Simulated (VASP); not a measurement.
# Y2AlN3 (Cmc2_1) in VASP: single point with PBEsol

Aim: the single point of Y2AlN3 with PBEsol.

All numbers are computed with VASP 6.6.1; they aren't measurements. Logs are shortened: lines on timing, memory, paths and dates and some standing lists are left out, and cuts for length are marked.

## 1. The cell of the first run

The structure is orthorhombic, space group Cmc2_1 (No. 36). Conventional cell: a = 11.199 Å, b = 6.223 Å, c = 5.019 Å, α = 90.00°, β = 90.00°, γ = 90.00°. Within 2.5 Å of Al (site symmetry m) lie 4 N at 1.87 to 1.96 Å. Within 2.9 Å of Y (site symmetry 1) lie 5 N at 2.20 to 2.67 Å. Within 2.7 Å of N (site symmetry 1) lie 1 Al at 1.96 Å and 4 Y at 2.29 to 2.67 Å. N (site symmetry m) has 2 Al at 1.87 to 1.89 Å and 2 Y at 2.20 Å within 2.5 Å.

## 2. Single point, PBEsol

INCAR

```
SYSTEM = Y2AlN3
PREC = Accurate ; ENCUT = 520
EDIFF = 1E-7 ; ISMEAR = 0
SIGMA = 0.02 ; LREAL = .False.
LASPH = .True. ; NELM = 80
ALGO = Normal ; ISIF = 2
LWAVE = .False. ; LCHARG = .True.
GGA = PS ; LELF = .True.
LVHAR = .True. ; NBANDS = 52
```

KPOINTS

```
Automatic mesh
0
Gamma
  6 6 6
  0 0 0
```

POSCAR

```
Y2AlN3
1.0
    5.5995527738     -3.1116154540      0.0000000000
    5.5995527738      3.1116154540      0.0000000000
    0.0000000000      0.0000000000      5.0187803345
Al Y N
2 4 6
Direct
    0.3401201372      0.6598798628      0.9797031006
    0.6598798628      0.3401201372      0.4797031006
    0.9755972024      0.3421312459      0.9505287064
    0.6578687541      0.0244027976      0.9505287064
    0.0244027976      0.6578687541      0.4505287064
    0.3421312459      0.9755972024      0.4505287064
    0.9660404229      0.3322520281      0.4188329179
    0.6677479719      0.0339595771      0.4188329179
    0.0339595771      0.6677479719      0.9188329179
    0.3322520281      0.9660404229      0.9188329179
    0.3762920541      0.6237079459      0.3535736508
    0.6237079459      0.3762920541      0.8535736508
```

Potentials or basis: VASP PAW PBE potentials, release 64 (Al, Y_sv, N).

Started as:

```sh
$ cat potpaw_PBE.64/Al/POTCAR potpaw_PBE.64/Y_sv/POTCAR potpaw_PBE.64/N/POTCAR > POTCAR
$ mpirun -np 1 vasp_std > vasp.out
```

OUTCAR:

```text
SYSTEM = Y2AlN3
   PREC = Accurate
   ENCUT = 520
   EDIFF = 1E-7
   ISMEAR = 0
   LREAL = .False.
   LASPH = .True.
   NELM = 80
   ISIF = 2
   GGA = PS

 ion  position               nearest neighbor table
   1  0.340  0.660  0.980-  12 1.87  11 1.89   9 1.96  10 1.96   5 3.11   6 3.11   2 3.20   2 3.20
                             5 3.34   6 3.34   3 3.46   4 3.46   3 3.71   4 3.71   4 3.83   3 3.83
   2  0.660  0.340  0.480-  11 1.87  12 1.89   7 1.96   8 1.96   3 3.11   4 3.11   1 3.20   1 3.20
                             3 3.34   4 3.34   6 3.46   5 3.46   5 3.71   6 3.71   6 3.83   5 3.83
   3  0.976  0.342  0.951-  12 2.20  10 2.29   9 2.31   7 2.35   7 2.67   2 3.11   5 3.34   5 3.34
                             2 3.34   6 3.39   6 3.39   1 3.46   4 3.56   1 3.71   4 3.72   4 3.72
   4  0.658  0.024  0.951-  12 2.20   9 2.29  10 2.31   8 2.35   8 2.67   2 3.11   6 3.34   6 3.34
                             2 3.34   5 3.39   5 3.39   1 3.46   3 3.56   1 3.71   3 3.72   3 3.72
   5  0.024  0.658  0.451-  11 2.20   8 2.29   7 2.31   9 2.35   9 2.67   1 3.11   3 3.34   3 3.34
                             1 3.34   4 3.39   4 3.39   2 3.46   6 3.56   2 3.71   6 3.72   6 3.72
   6  0.342  0.976  0.451-  11 2.20   7 2.29   8 2.31  10 2.35  10 2.67   1 3.11   4 3.34   4 3.34
                             1 3.34   3 3.39   3 3.39   2 3.46   5 3.56   2 3.71   5 3.72   5 3.72
   7  0.966  0.332  0.419-   2 1.96   6 2.29   5 2.31   3 2.35   3 2.67
   8  0.668  0.034  0.419-   2 1.96   5 2.29   6 2.31   4 2.35   4 2.67
   9  0.034  0.668  0.919-   1 1.96   4 2.29   3 2.31   5 2.35   5 2.67
  10  0.332  0.966  0.919-   1 1.96   3 2.29   4 2.31   6 2.35   6 2.67
  11  0.376  0.624  0.354-   2 1.87   1 1.89   5 2.20   6 2.20
  12  0.624  0.376  0.854-   1 1.87   2 1.89   3 2.20   4 2.20

  LATTYP: Found a base centered orthorhombic cell.
 ALAT       =     6.2232309080
 B/A-ratio  =     1.7995645209
 C/A-ratio  =     0.8064589614

  Lattice vectors:

 A1 = (  -5.5995527738,  -3.1116154540,   0.0000000000)
 A2 = (   5.5995527738,  -3.1116154540,   0.0000000000)
 A3 = (   0.0000000000,   0.0000000000,   5.0187803345)

Analysis of symmetry for initial positions (statically):
=====================================================================
 Subroutine PRICEL returns:
 Original cell was already a primitive cell.

 Routine SETGRP: Setting up the symmetry group for a
 base centered orthorhombic supercell.

 Subroutine GETGRP returns: Found  4 space group operations
 (whereof  2 operations were pure point group operations)
 out of a pool of  8 trial point group operations.

The static configuration has the point symmetry C_1h.
 The point group associated with its full space group is C_2v.

Analysis of symmetry for dynamics (positions and initial velocities):
=====================================================================
 Subroutine PRICEL returns:
 Original cell was already a primitive cell.
[... 149 lines left out ...]
     AMIX_MAG =   1.60;   BMIX_MAG =  1.00
  volume/ion in A,a.u.               =      14.57        98.35
  Fermi-wavevector in a.u.,A,eV,Ry     =   1.261389  2.383679 21.648257  1.591102
  Thomas-Fermi vector in A             =   2.394850
   LORBIT       =      0    0 simple, 1 ext, 2 COOP (PROOUT), +10 PAW based schemes
   GGA     = PS    functional components
   LHFCALC =     F    Hartree Fock is set to
   AEXX    =    0.0000 exact exchange contribution
   IVDW    =     0    specifies the selected vdW correction
   LEPSILON=     F    determine dielectric tensor
   LRPA    =     F    only Hartree local field effects (RPA)
 non-spin polarized calculation
 Gauss-broadening in eV      SIGMA  =   0.02
  energy-cutoff  :      520.00
  volume of cell :      174.89
 maximum number of plane-waves:      4734
   NGX = 23   NGY = 23   NGZ = 19

 number of electron      79.9999999 magnetization

 Free energy of the ion-electron system (eV)
  ---------------------------------------------------
  ext. energy  EPLUGINS =         0.00000000
  ---------------------------------------------------
  free energy    TOTEN  =      -105.54516345 eV

  energy without entropy =     -105.54516345  energy(sigma->0) =     -105.54516345

 E-fermi :   3.7805     XC(G=0): -10.7153

 val. band max:        3.6832198199   @ k =   0.0000   0.0000   0.0000
 cond. band min:       5.2681822798   @ k =   0.0000   0.0000   0.0000
 fundamental gap:      1.5849624599
 Fermi energy:         3.7804968092

 k-point     1 :       0.0000    0.0000    0.0000
  band No.  band energies     occupation
      1     -36.6968      2.00000
      2     -36.6109      2.00000
      3     -36.6024      2.00000
      4     -36.5851      2.00000
      5     -17.2444      2.00000
      6     -17.1797      2.00000
[... 1309 lines left out ...]
     51       9.5631      0.00000
     52       9.9006      0.00000

 [... further k-points ...]

------------------------ aborting loop because EDIFF is reached ----------------------------------------

  FORCE on cell =-STRESS in cart. coord.  units (eV):
  Direction    XX          YY          ZZ          XY          YZ          ZX
  --------------------------------------------------------------------------------------
  -------------------------------------------------------------------------------------
  Total       -0.1335636     -0.1314140     -0.1175366      0.0000000      0.0000000      0.0000000
  in kB       -1.2235771     -1.2038841     -1.0767532      0.0000000      0.0000000      0.0000000
  external PRESSURE =      -1.1680715 kB  Pullay stress =       0.0000000 kB

 VOLUME and BASIS-vectors are now :
 -----------------------------------------------------------------------------
  energy-cutoff  :      520.00
  volume of cell :      174.89
      direct lattice vectors                 reciprocal lattice vectors
     5.599552774 -3.111615454  0.000000000     0.089292845 -0.160688237  0.000000000
     5.599552774  3.111615454  0.000000000     0.089292845  0.160688237  0.000000000
     0.000000000  0.000000000  5.018780334     0.000000000  0.000000000  0.199251598

 POSITION                                       TOTAL-FORCE (eV/Angst)
 -----------------------------------------------------------------------------------
      5.59955      0.99497      4.91691        -0.000000      0.003618      0.000603
      5.59955     -0.99497      2.40752        -0.000000     -0.003618      0.000603
      7.37869     -1.97110      4.77049        -0.000011     -0.003717     -0.002216
      3.82042     -1.97110      4.77049         0.000011     -0.003717     -0.002216
      3.82042      1.97110      2.26110         0.000011      0.003717     -0.002216
      7.37869      1.97110      2.26110        -0.000011      0.003717     -0.002216
      7.26986     -1.97211      2.10203        -0.005083      0.002652      0.001158
      3.92925     -1.97211      2.10203         0.005083      0.002652      0.001158
      3.92925      1.97211      4.61142         0.005083     -0.002652      0.001158
      7.26986      1.97211      4.61142        -0.005083     -0.002652      0.001158
      5.59955      0.76986      1.77451        -0.000000     -0.001450      0.001513
      5.59955     -0.76986      4.28390        -0.000000      0.001450      0.001513
 -----------------------------------------------------------------------------------
    total drift:                               -0.000000     -0.000000     -0.000025

  FREE ENERGIE OF THE ION-ELECTRON SYSTEM (eV)
  ---------------------------------------------------
  free  energy   TOTEN  =      -105.5451634491 eV

  energy  without entropy=     -105.5451634491  energy(sigma->0) =     -105.54516345
```

stdout:

```text
POSCAR found type information on POSCAR AlY N
 POSCAR found :  3 types and      12 ions
 scaLAPACK will be used
 -----------------------------------------------------------------------------
|                                                                             |
|                                                                             |
|     You enforced a specific xc type in the INCAR file but a different       |
|     I HOPE YOU KNOW WHAT YOU ARE DOING!                                     |
|                                                                             |
 -----------------------------------------------------------------------------

 LDA part: xc-table for (Slater+PW92), standard interpolation
 POSCAR, INCAR and KPOINTS ok, starting setup
 FFT: planning ... GRIDC
 FFT: planning ... GRID_SOFT
 FFT: planning ... GRID
 WAVECAR not read
 entering main loop
```

Wall time 14 min (1 thread of Intel Xeon 8259CL, shared host); peak memory 0.55 GiB.

Results:

```
Free energy            : -105.5452 eV
Pressure               : -0.1 GPa
Largest force          : 0.006 eV/Å
Band gap on the k mesh : 1.58 eV
```

Forces on the atoms (eV/Å):
```
Al   0.000  0.004  0.001
Al   0.000 -0.004  0.001
Y    0.000 -0.004 -0.002
Y    0.000 -0.004 -0.002
Y    0.000  0.004 -0.002
Y    0.000  0.004 -0.002
N   -0.005  0.003  0.001
N    0.005  0.003  0.001
N    0.005 -0.003  0.001
N   -0.005 -0.003  0.001
N    0.000 -0.001  0.002
N    0.000  0.001  0.002
```

Caveat: the PAW data sets were made with another functional, which shifts forces and pressure a little. A k mesh can miss the band edges.
